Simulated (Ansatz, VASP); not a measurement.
**TePb: VASP beside Ansatz**

```
Te Pb
1.0
     3.99694    0.00000    0.00000
     0.00000    3.99694    0.00000
     0.00000    0.00000    3.99694
Te Pb
1 1
Direct
  0.50000 0.50000 0.50000
  0.00000 0.00000 0.00000
```

Alike in both runs: task single point; functional r2SCAN; k mesh 8 × 8 × 8; occupations gaussian, width 0.05 eV; no spin polarisation.

```csv
,VASP,Ansatz
version,VASP 6.6.1,Ansatz 0.2.0
potentials or method,"VASP PAW PBE potentials, release 64 (Te, Pb_d), cutoff 520 eV","scalar-relativistic, plane waves, PAW"
valence electrons in the cell,20,30
```

|  | VASP | Ansatz | Ansatz less VASP |
| --- | --- | --- | --- |
| gap on the k mesh at the Fermi level (eV) | none | none | - |
| pressure (GPa) | -0.2 | -0.2 | 0.00 |

VASP's potentials were made for PBE, not for r2SCAN. A gap of «none» marks a metal or a gap that the smearing closes. VASP's potentials hold 20 valence electrons a cell and Ansatz's 30, so a difference there can come from the potentials and not from the codes.

Neither program's run includes spin-orbit coupling.
